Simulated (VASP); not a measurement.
Wanted: the native input for a VASP 6.6.1 run.

| Property | Result |
| --- | --- |
| Task | single point |
| Functional | PBE |
| Potentials or basis | VASP PAW PBE potentials, release 64 (Sn_d, Pt, Se) |
| Cutoff | 500 eV |
| k mesh | 4 × 4 × 4 |
| Occupations | gaussian, width 0.1 eV |
| Spin | no spin polarisation |
| Dipole correction | no |
| Further INCAR settings | ALGO = Normal; EDIFF = 1e-06; NBANDS = 29 |

The structure of SnPtSe3 lies in POSCAR:

```
SnPtSe3
1.0
    5.0259739500      0.0000000000      0.0000000000
    0.0000000000      5.0259739500      0.0000000000
    0.0000000000      0.0000000000      5.0259739500
Sn Pt Se
1 1 3
Direct
    0.0000000000      0.0000000000      0.0000000000
    0.5000000000      0.5000000000      0.5000000000
    0.5000000000      0.5000000000      0.0000000000
    0.0000000000      0.5000000000      0.5000000000
    0.5000000000      0.0000000000      0.5000000000
```

The cell was built from a structure type or drawn by symmetry, and may not be a known phase.

One way to write it, as run:

INCAR

```
ALGO = Normal
EDIFF = 1E-6
ENCUT = 500
GGA = PE
GGA_COMPAT = F
ISIF = 2
ISMEAR = 0
LASPH = T
LCHARG = F
LREAL = F
LWAVE = F
NBANDS = 29
NELM = 120
PREC = Accurate
SIGMA = 0.1
```

KPOINTS

```
k-points
0
Gamma
  4 4 4
```

Potentials or basis: VASP PAW PBE potentials, release 64 (Sn_d, Pt, Se).

Run with:

```bash
$ cat potpaw_PBE.64/Sn_d/POTCAR potpaw_PBE.64/Pt/POTCAR potpaw_PBE.64/Se/POTCAR > POTCAR
$ mpirun -np 1 vasp_std > vasp.out
```

It gave:

```
Pressure               : -0.8 GPa
Band gap on the k mesh : zero (bands 21 and 22 overlap by 1.20 eV)
```

Caveat: spin-orbit coupling is left out, which moves the levels of the heavy elements.

Run time: 90 s on 1 thread of Intel Xeon 8259CL (shared host), peak memory 0.26 GiB.
